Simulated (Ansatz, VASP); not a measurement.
# Two plane-wave programs on CdSiN2

The input INCAR:

```
ALGO = Normal ; EDIFF = 1E-6
ENCUT = 600 ; GGA = PE
GGA_COMPAT = F ; ISIF = 2
ISMEAR = -1 ; LASPH = T
LCHARG = F ; LREAL = F
LWAVE = F ; NBANDS = 25
NELM = 120 ; PREC = Accurate
SIGMA = 0.02
```

Contents of KPOINTS:

```
k-points
0
Gamma
  8 8 6
```

POSCAR

```
CdSiN2
1.0
    3.0339884445      0.0000000000      0.0000000000
    0.0000000000      3.0339884445      0.0000000000
    0.0000000000      0.0000000000      5.1102333224
Cd N Si
1 2 1
Direct
    0.0000000000      0.0000000000      0.0000000000
    0.0000000000      0.5000000000      0.3197391382
    0.5000000000      0.0000000000      0.6802608618
    0.5000000000      0.5000000000      0.5000000000
```

Input for Ansatz:

```yaml
crystal:
  lattice:
    - [3.0339884445, 0.0, 0.0]
    - [0.0, 3.0339884445, 0.0]
    - [0.0, 0.0, 5.1102333224]
  atoms:
    - { symbol: Cd, position: [0.0, 0.0, 0.0] }
    - { symbol: "N", position: [0.0, 0.5, 0.3197391382] }
    - { symbol: Si, position: [0.5, 0.5, 0.5] }
    - { symbol: "N", position: [0.5, 0.0, 0.6802608618] }
kpoints:
  mp_grid: { grid: [8, 8, 6] }
  band_path:
    path:
      - [[0.0, 0.0, 0.0], [0.0, 0.5, 0.0], [0.5, 0.5, 1.796037493335e-34], [0.0, 0.0, 0.0], [2.622415046618e-51, 0.0, 0.5], [2.622415046618e-51, 0.5, 0.5], [0.5, 0.5, 0.5], [2.622415046618e-51, 0.0, 0.5]]
      - [[0.0, 0.5, 0.0], [2.622415046618e-51, 0.5, 0.5]]
      - [[0.5, 0.5, 1.796037493335e-34], [0.5, 0.5, 0.5]]
    npoints: 10
hamiltonian:
  xc: pbe
scf:
  occupations: { method: fermi_dirac, width: 0.02 }
  n_extra_bands: 5
output:
  forces: true
  stress: true
  eigenvalues: true
```

Alike in both runs: task single point; functional PBE; k mesh 8 × 8 × 6; occupations fermi-dirac, width 0.02 eV; no spin polarisation.

|  | VASP | Ansatz |
| --- | --- | --- |
| version | VASP 6.6.1 | Ansatz 0.2.0 |
| potentials or method | VASP PAW PBE potentials, release 64 (Cd_sv_GW, N, Si) | plane waves, PAW |
| plane-wave cutoff (eV) | 600 | 420 |
| valence electrons in the cell | 34 | 34 |

|  | VASP | Ansatz | Ansatz less VASP |
| --- | --- | --- | --- |
| gap on the k mesh at the Fermi level (eV) | 1.16 | 1.16 | -0.006 |
| pressure (GPa) | 4.0 | 4.6 | +0.55 |
| rms of the force components (eV/Å) | 0.032 | 0.038 | +0.0065 |

With one functional, cell and mesh, what is left measures potentials, basis and numerics.
